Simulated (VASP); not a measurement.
Here is a VASP 6.6.1 calculation.

Contents of INCAR:

```
SYSTEM = B5W2
PREC     = Accurate       ! precision mode
ENCUT    = 520            ! plane-wave cutoff, eV
EDIFF    = 1E-7           ! SCF threshold, eV
ISMEAR   = 0              ! smearing method
SIGMA    = 0.1            ! smearing width, eV
LREAL    = .False.        ! projectors in reciprocal space
LASPH    = .True.         ! aspherical terms in the spheres
NELM     = 100            ! most SCF steps
ALGO     = Normal         ! electronic algorithm
ISIF     = 2              ! what is computed and relaxed
LWAVE    = .False.        ! write WAVECAR
LCHARG   = .False.        ! write CHGCAR
GGA      = PE             ! functional
NBANDS   = 30             ! bands
```

KPOINTS

```
Automatic mesh
0
Gamma
  6 6 6
  0 0 0
```

The input POSCAR:

```
B5W2
1.0
    1.5508980825      0.8954114254      7.1047810012
   -1.5508980825      0.8954114254      7.1047810012
    0.0000000000     -1.7908228508      7.1047810012
B W
5 2
Direct
    0.1852971663      0.1852971663      0.1852971663
    0.8147028337      0.8147028337      0.8147028337
    0.3312292966      0.3312292966      0.3312292966
    0.6687707034      0.6687707034      0.6687707034
    0.5000000000      0.5000000000      0.5000000000
    0.0758862188      0.0758862188      0.0758862188
    0.9241137812      0.9241137812      0.9241137812
```

Potentials or basis: VASP PAW PBE potentials, release 64 (B, W_sv).

The run is started by

```sh
$ cat potpaw_PBE.64/B/POTCAR potpaw_PBE.64/W_sv/POTCAR > POTCAR
$ mpirun -np 1 vasp_std > vasp.out
```

(1) What does it give for the band gap on the k mesh?

(2) What does it give for the pressure?

Results:

(1) zero (an odd number of electrons rules out a gap without spin polarisation).

(2) 0.6 GPa.

Caveat: the k points lie up to 0.39 Å⁻¹ apart, too coarse for converged energies and pressures of a metal; spin-orbit coupling is left out, which moves the levels of the heavy elements.
